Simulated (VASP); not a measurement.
Write the native input for VASP 6.6.1 that does the following.

```yaml
Task: single point
Functional: PBE
Potentials_or_basis: VASP PAW PBE potentials, release 64 (Pb_d, S)
Cutoff: 520 eV
k_mesh: 8 × 8 × 8
Occupations: fermi-dirac, width 0.02 eV
Spin: non-collinear spin, zero start, spin-orbit coupling
Starting_moments: "[[0.0, 0.0, 0.0], [0.0, 0.0, 0.0]] μB"
Dipole_correction: no
Further_INCAR_settings: ALGO = Normal; EDIFF = 1e-07; NBANDS = 32
```

The structure of PbS lies in POSCAR:

```
PbS
1.0
    0.0000000000      2.9705684010      2.9705684010
    2.9705684010      0.0000000000      2.9705684010
    2.9705684010      2.9705684010      0.0000000000
Pb S
1 1
Direct
    0.0000000000      0.0000000000      0.0000000000
    0.5000000000      0.5000000000      0.5000000000
```

These files were run (other wordings do the same):

INCAR

```
PREC = Accurate
ENCUT = 520
EDIFF = 1E-7
ISMEAR = -1
SIGMA = 0.02
LREAL = F
LASPH = T
NELM = 150
ALGO = Normal
ISIF = 2
LWAVE = F
LCHARG = T
MAGMOM = 0 0 0 0 0 0
LORBIT = 11
LSORBIT = T
GGA_COMPAT = F
LORBMOM = T
GGA = PE
LVHAR = T
NBANDS = 32
```

KPOINTS

```
Automatic mesh
0
Gamma
  8 8 8
```

Potentials or basis: VASP PAW PBE potentials, release 64 (Pb_d, S).

Command:

```sh
$ cat potpaw_PBE.64/Pb_d/POTCAR potpaw_PBE.64/S/POTCAR > POTCAR
$ mpirun -np 1 vasp_ncl > vasp.out
```

It gave:

```yaml
Pressure: 1.6 GPa
Net_moment: 0.00 μB per cell
Valence_electrons_inside_the_program's_atomic_spheres: Pb 11.85; S 3.68
```

Wall time 54 s on 1 thread of Intel(R) Xeon(R) Platinum 8559C (Emerald Rapids) (shared host), peak memory 0.33 GiB.
